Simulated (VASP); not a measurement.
# MgH2 (P6/mmm) in VASP: notebook

MgH2 is run at these levels: LDA; tasks: relaxation of cell and atoms.

Program: VASP 6.6.1. These are calculated values, not measurements. Logs are shortened: lines on timing, memory, paths and dates and some standing lists are left out, and cuts for length are marked.

**1. The cell of the first run**

The structure is hexagonal, space group P6/mmm (No. 191). Conventional cell: a = 3.000 Å, b = 3.000 Å, c = 3.300 Å, α = 90.00°, β = 90.00°, γ = 120.00°. Mg (site symmetry 6/mmm) has 12 H at 2.39 Å and 6 Mg at 3.00 Å within 3.2 Å. H (site symmetry -6m2) has 3 H at 1.73 Å within 2.3 Å.

**2. Relaxation of cell and atoms, LDA, target pressure 10 GPa, at which the enthalpy is minimised**

INCAR reads:

```
SYSTEM = MgH2
PREC     = Accurate       ! precision mode
ENCUT    = 600            ! plane-wave cutoff, eV
EDIFF    = 1E-6           ! SCF threshold, eV
ISMEAR   = -1             ! smearing method
SIGMA    = 0.01           ! smearing width, eV
LREAL    = .FALSE.        ! projectors in reciprocal space
LASPH    = .TRUE.         ! aspherical terms in the spheres
NELM     = 60             ! most SCF steps
ALGO     = Normal         ! electronic algorithm
ISIF     = 3              ! what is computed and relaxed
LWAVE    = .FALSE.        ! write WAVECAR
LCHARG   = .FALSE.        ! write CHGCAR
IBRION   = 2              ! ionic algorithm
NSW      = 80             ! ionic steps
EDIFFG   = -0.03          ! ionic threshold
PSTRESS  = 100.0
```

KPOINTS reads:

```
regular mesh
0
G
  9 9 7
  0 0 0
```

POSCAR reads:

```
MgH2
1.0
    3.0000000000      0.0000000000      0.0000000000
   -1.5000000000      2.5980762114      0.0000000000
    0.0000000000      0.0000000000      3.3000000000
Mg H
1 2
Direct
    0.0000000000      0.0000000000      0.0000000000
    0.3333333333      0.6666666667      0.5000000000
    0.6666666667      0.3333333333      0.5000000000
```

Potentials or basis: VASP PAW LDA potentials, release 64 (Mg, H).

Launch:

```console
> cat potpaw_LDA.64/Mg/POTCAR potpaw_LDA.64/H/POTCAR > POTCAR
> mpirun -np 1 vasp_std > vasp.out
```

OUTCAR:

```text
SYSTEM = MgH2
   PREC = Accurate
   ENCUT = 600
   EDIFF = 1E-6
   ISMEAR = -1
   LREAL = .FALSE.
   LASPH = .TRUE.
   NELM = 60
   ISIF = 3
   IBRION = 2
   NSW = 80
   EDIFFG = -0.03
   PSTRESS = 100.0

 ion  position               nearest neighbor table
   1  0.000  0.000  0.000-
   2  0.333  0.667  0.500-
   3  0.667  0.333  0.500-

  LATTYP: Found a hexagonal cell.
 ALAT       =     3.0000000000
 C/A-ratio  =     1.1000000000

  Lattice vectors:

 A1 = (   3.0000000000,   0.0000000000,   0.0000000000)
 A2 = (  -1.5000000000,   2.5980762114,   0.0000000000)
 A3 = (   0.0000000000,   0.0000000000,   3.3000000000)

Analysis of symmetry for initial positions (statically):
=====================================================================
 Subroutine PRICEL returns:
 Original cell was already a primitive cell.

 Routine SETGRP: Setting up the symmetry group for a
 hexagonal supercell.

 Subroutine GETGRP returns: Found 24 space group operations
 (whereof 24 operations were pure point group operations)
 out of a pool of 24 trial point group operations.

The static configuration has the point symmetry D_6h.

Analysis of symmetry for dynamics (positions and initial velocities):
=====================================================================
 Subroutine PRICEL returns:
 Original cell was already a primitive cell.

 Routine SETGRP: Setting up the symmetry group for a
 hexagonal supercell.

 Subroutine GETGRP returns: Found 24 space group operations
 (whereof 24 operations were pure point group operations)
 out of a pool of 24 trial point group operations.

The dynamic configuration has the point symmetry D_6h.

 Subroutine INISYM returns: Found 24 space group operations
 (whereof 24 operations are pure point group operations),
 and found     1 'primitive' translations

----------------------------------------------------------------------------------------

                                     Primitive cell

  volume of cell :      25.7210

  direct lattice vectors                    reciprocal lattice vectors
     3.000000000  0.000000000  0.000000000     0.333333333  0.192450090  0.000000000
    -1.500000000  2.598076211  0.000000000     0.000000000  0.384900179  0.000000000
     0.000000000  0.000000000  3.300000000     0.000000000  0.000000000  0.303030303

  length of vectors
     3.000000000  3.000000000  3.300000000     0.384900179  0.384900179  0.303030303

  position of ions in fractional coordinates (direct lattice)
     0.000000000  0.000000000  0.000000000
     0.333333333  0.666666667  0.500000000
     0.666666667  0.333333333  0.500000000

  ion indices of the primitive-cell ions
   primitive index   ion index
                 1           1
                 2           2
                 3           3

----------------------------------------------------------------------------------------

 KPOINTS: regular mesh

Automatic generation of k-mesh.
 Grid dimensions read from file:
 generate k-points for:    9    9    7

 Generating k-lattice:

  Cartesian coordinates                     Fractional coordinates (reciprocal lattice)
     0.037037037  0.021383343  0.000000000     0.111111111 -0.000000000  0.000000000
     0.000000000  0.042766687  0.000000000     0.000000000  0.111111111  0.000000000
     0.000000000  0.000000000  0.043290043     0.000000000  0.000000000  0.142857143

  Length of vectors
     0.042766687  0.042766687  0.043290043

  Shift w.r.t. Gamma in fractional coordinates (k-lattice)
     0.000000000  0.000000000  0.000000000

 Subroutine IBZKPT returns following result:
 ===========================================

 Found     48 irreducible k-points:

 Following reciprocal coordinates:
            Coordinates               Weight
  0.000000  0.000000  0.000000      1.000000
  0.111111 -0.000000  0.000000      6.000000
  0.222222  0.000000  0.000000      6.000000
  0.333333  0.000000  0.000000      6.000000
  0.444444  0.000000  0.000000      6.000000
  0.111111  0.111111  0.000000      6.000000
[... 16 lines left out ...]
  0.333333  0.222222  0.142857     24.000000
  0.333333  0.333333  0.142857      4.000000
 [... further k-points ...]
   k-points           NKPTS =     48   k-points in BZ     NKDIM =     48   number of bands    NBANDS=      6
   number of dos      NEDOS =    301   number of ions     NIONS =      3
   total plane-waves  NPLWV =  16128
   dimension x,y,z NGX =    24 NGY =   24 NGZ =   28
   dimension x,y,z NGXF=    48 NGYF=   48 NGZF=   56
   ions per type =               1   2
   NGX,Y,Z   is equivalent  to a cutoff of  13.30, 13.30, 14.11 a.u.
   NGXF,Y,Z  is equivalent  to a cutoff of  26.60, 26.60, 28.21 a.u.
 SYSTEM =  MgH2
   PREC   = accura    normal or accurate (medium, high low for compatibility)
   ISTART =      0    job   : 0-new  1-cont  2-samecut
   ICHARG =      2    charge: 1-file 2-atom 10-const
   ISPIN  =      1    spin polarized calculation?
   LNONCOLLINEAR =      F non collinear calculations
   LSORBIT =      F    spin-orbit coupling
   LASPH  =      T    aspherical Exc in radial PAW
   ENCUT  =  600.0 eV  44.10 Ry    6.64 a.u.   5.99  5.99  6.59*2*pi/ulx,y,z
   NELM   =     60;   NELMIN=  2; NELMDL= -5     # of ELM steps
   EDIFF  = 0.1E-05   stopping-criterion for ELM
   LREAL  =      F    real-space projection
   EDIFFG = -.3E-01   stopping-criterion for IOM
   NSW    =     80    number of steps for IOM
   IBRION =      2    ionic relax: 0-MD 1-quasi-New 2-CG
   NFREE  =      1    steps in history (QN), initial steepest desc. (CG)
   ISIF   =      3    stress and relaxation
   ISYM   =      2    0-nonsym 1-usesym 2-fastsym
   POTIM  = 0.5000    time-step for ionic-motion
   TEBEG  =    0.0;   TEEND  =   0.0 temperature during run
   PSTRESS=  100.0 pullay stress
   NELECT =       4.0000    total number of electrons
   NUPDOWN=      -1.0000    fix difference up-down
   EMIN   =  10.00;   EMAX   =-10.00  energy-range for DOS
   EFERMI =   0.00;   METHOD = LEGACY
   ISMEAR =    -1;   SIGMA  =   0.01  broadening in eV -4-tet -1-fermi 0-gaus
   EFERMI_NEDOS =   21; number of points for ismear=-14 and -15
   IALGO  =     38    algorithm
   IMIX   =      4    mixing-type and parameters
     AMIX     =   0.40;   BMIX     =  1.00
     AMIX_MAG =   1.60;   BMIX_MAG =  1.00
  volume/ion in A,a.u.               =       8.57        57.86
  Fermi-wavevector in a.u.,A,eV,Ry     =   0.880371  1.663660 10.545241  0.775053
  Thomas-Fermi vector in A             =   2.000722
   LORBIT       =      0    0 simple, 1 ext, 2 COOP (PROOUT), +10 PAW based schemes
   GGA     = CA    functional components
   LHFCALC =     F    Hartree Fock is set to
   AEXX    =    0.0000 exact exchange contribution
   IVDW    =     0    specifies the selected vdW correction
   LEPSILON=     F    determine dielectric tensor
   LRPA    =     F    only Hartree local field effects (RPA)
 conjugate gradient relaxation of ions
 non-spin polarized calculation
  energy-cutoff  :      600.00
  volume of cell :       25.72
 maximum number of plane-waves:       876
 NGX is ok and might be reduce to    24
   NGX = 11   NGY = 11   NGZ = 13

--------------------------------------- Ionic step        1  -------------------------------------------

 number of electron       3.9999999 magnetization

 Free energy of the ion-electron system (eV)
  ---------------------------------------------------
  ext. energy  EPLUGINS =         0.00000000
  ---------------------------------------------------
  free energy    TOTEN  =        -7.71309646 eV

  energy without entropy =       -7.71235412  energy(sigma->0) =       -7.71272529

 E-fermi :   3.3605     XC(G=0):  -9.6766

 val. band max:        3.3447760294   @ k =   0.3333   0.0000   0.4286
 cond. band min:       3.3688340473   @ k =   0.2222   0.1111   0.1429
 fundamental gap:      0.0240580179
 Fermi energy:         3.3605241638

 k-point     1 :       0.0000    0.0000    0.0000
  band No.  band energies     occupation
      1      -7.3588      2.00000
      2       5.8449      0.00000
      3       7.7631      0.00000
      4       8.3926      0.00000
      5      14.5244      0.00000
      6      14.5244      0.00000
[... 199 lines left out ...]
 k-point    24 :       0.3333    0.3333    0.1429
  band No.  band energies     occupation
      1      -1.2124      2.00000
      2      -1.2124      2.00000
      3       3.4178      0.00651
      4       9.0547      0.00000
      5       9.0547      0.00000
      6      13.1376      0.00000

 [... further k-points ...]

------------------------ aborting loop because EDIFF is reached ----------------------------------------

  FORCE on cell =-STRESS in cart. coord.  units (eV):
  Direction    XX          YY          ZZ          XY          YZ          ZX
  --------------------------------------------------------------------------------------
  -------------------------------------------------------------------------------------
  Total       -0.0319277     -0.0319277     -2.4579065     -0.0000000     -0.0000000      0.0000000
  in kB       -1.9887973     -1.9887973   -153.1048216     -0.0000000     -0.0000000      0.0000000
  external PRESSURE =    -152.3608054 kB  Pullay stress =     100.0000000 kB
[... 100 lines left out ...]
  energy  without entropy=       -7.7711244108  energy(sigma->0) =       -7.77125727

  enthalpy is  TOTEN    =        -6.4701646042 eV   P V=        1.3012255338

[... ionic steps 4 to 11 ...]

--------------------------------------- Ionic step       12  -------------------------------------------

 number of electron       4.0000000 magnetization

------------------------ aborting loop because EDIFF is reached ----------------------------------------
[... 73 lines left out ...]
--------------------------------------- Ionic step       14  -------------------------------------------

 number of electron       4.0000000 magnetization

 Free energy of the ion-electron system (eV)
  ---------------------------------------------------
  ext. energy  EPLUGINS =         0.00000000
  ---------------------------------------------------
  free energy    TOTEN  =        -7.78838804 eV

  energy without entropy =       -7.78814999  energy(sigma->0) =       -7.78826901

 E-fermi :   4.9138     XC(G=0): -10.4610

 val. band max:        4.7085243177   @ k =   0.2222   0.1111   0.2857
 cond. band min:       4.9247773379   @ k =   0.3333   0.2222   0.0000
 fundamental gap:      0.2162530202
 Fermi energy:         4.9137908934

 k-point     1 :       0.0000    0.0000    0.0000
  band No.  band energies     occupation
      1      -7.4854      2.00000
      2       9.4032      0.00000
      3      10.8962      0.00000
      4      12.9298      0.00000
      5      15.4642      0.00000
      6      15.4642      0.00000
[... 199 lines left out ...]
 k-point    24 :       0.3333    0.3333    0.1429
  band No.  band energies     occupation
      1      -0.9543      2.00000
      2      -0.9543      2.00000
      3       4.2230      2.00000
      4      13.0471      0.00000
      5      13.0471      0.00000
      6      17.7333      0.00000

 [... further k-points ...]

------------------------ aborting loop because EDIFF is reached ----------------------------------------

  FORCE on cell =-STRESS in cart. coord.  units (eV):
  Direction    XX          YY          ZZ          XY          YZ          ZX
  --------------------------------------------------------------------------------------
  -------------------------------------------------------------------------------------
  Total        1.3216604      1.3216604      1.2825474      0.0000000      0.0000000      0.0000000
  in kB      102.4693478    102.4693478     99.4368866      0.0000000      0.0000000      0.0000000
  external PRESSURE =       1.4585274 kB  Pullay stress =     100.0000000 kB
[... 22 lines left out ...]
  energy  without entropy=       -7.7881499855  energy(sigma->0) =       -7.78826901

  enthalpy is  TOTEN    =        -6.4985775876 eV   P V=        1.2898104538

 reached required accuracy - stopping structural energy minimisation
```

Wall time 25 s (1 thread of Intel Xeon Platinum 8488C (Sapphire Rapids), shared host); peak memory 0.14 GiB.

What came out:

| Quantity | Value |
| --- | --- |
| Free energy | -7.7884 eV |
| Relaxed volume | 6.89 Å³/atom |
| Relaxed cell | a = 2.918 Å, b = 2.918 Å, c = 2.803 Å, α = 90.00°, β = 90.00°, γ = 120.00° |
| Space group after relaxing (to 0.05 Å) | P6/mmm (No. 191) |
| Energy change on relaxing (the enthalpy is what falls) | -25.1 meV/atom |
| Ionic steps | 14 |
| Pressure after relaxing | 10.1 GPa |
| Band gap on the k mesh | zero (band 2 reaches 9.40 eV, above the bottom of band 3 at 3.87 eV) |

The path:
```csv
step,energy change (eV),largest force (eV/Å),pressure (GPa),volume (Å³)
1,0.0000,0.0000,-5.24,25.72
2,-0.0958,0.0000,1.97,22.79
3,-0.0583,0.0000,9.84,20.85
4,-0.0377,0.0000,11.69,20.48
5,-0.0437,0.0000,11.18,20.58
6,-0.0603,0.0000,10.26,20.72
7,-0.0883,0.0000,8.82,20.93
8,-0.0970,0.0000,6.97,21.34
9,-0.0973,0.0000,8.24,21.05
10,-0.0954,0.0000,8.43,21.02
11,-0.0959,0.0000,8.38,21.02
12,-0.0775,0.0000,9.83,20.72
13,-0.0858,0.0000,9.23,20.84
14,-0.0753,0.0000,10.15,20.67
```

Final structure:
```
Mg H
1.0
     2.91769    0.00000    0.00000
    -1.45885    2.52680    0.00000
     0.00000    0.00000    2.80302
Mg H
1 2
Cartesian
  2.9177 0.0000 2.8030
  0.0000 1.6845 1.4015
  1.4588 0.8423 1.4015
```

Levels at points of the mesh, in eV from the Fermi level:
| k point | band 1 | band 2 | band 3 | band 4 | band 5 |
| --- | --- | --- | --- | --- | --- |
| (0.00, 0.00, 0.00) | -12.40 | 4.49 | 5.98 | 8.02 | 10.55 |

Caveat: the cell is relaxed towards a set pressure, so the enthalpy falls and the energy may rise; the volume moved by over 15 % at a fixed basis, so the end points are rough.

(Continued in part 2 of 2.)
